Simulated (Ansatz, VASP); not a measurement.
## Two plane-wave programs on Sc2GaN3

```
CELL_PARAMETERS angstrom
3.15641 0.00000 0.00000
-1.57820 2.73353 0.00000
0.00000 0.00000 15.15225
ATOMIC_POSITIONS crystal
Sc 0.66667 0.33333 0.16333
Sc 0.66667 0.33333 0.66333
Sc 0.33333 0.66667 0.33667
Sc 0.33333 0.66667 0.83667
Ga 0.00000 0.00000 0.50000
Ga 0.00000 0.00000 0.00000
N 0.33333 0.66667 0.07904
N 0.33333 0.66667 0.57904
N 0.00000 0.00000 0.25000
N 0.00000 0.00000 0.75000
N 0.66667 0.33333 0.42096
N 0.66667 0.33333 0.92096
```

Alike in both runs: task single point; functional PBE; k mesh 6 × 6 × 1; occupations gaussian, width 0.1 eV; no spin polarisation.

```csv
,VASP,Ansatz
version,VASP 6.6.1,Ansatz 0.2.0
potentials or method,"VASP PAW PBE potentials, release 64 (Sc_sv, Ga_d, N), cutoff 520 eV","scalar-relativistic, plane waves, PAW"
valence electrons in the cell,100,100
```

```tsv
	VASP	Ansatz	Ansatz less VASP
gap on the k mesh at the Fermi level (eV)	0.81	0.83	+0.022
least direct gap on the mesh (eV)	1.52	1.53	+0.016
pressure (GPa)	0.9	0.0	-0.91
traceless stress, the component that is largest in VASP (GPa)	-0.08	-0.07	+0.008
rms of the force components (eV/Å)	0.011	0.001	-0.0098
```

Atom by atom the forces differ by 0.010 eV/Å (rms over components). The functional is the same, so the differences come from potentials, cutoffs and numerics.
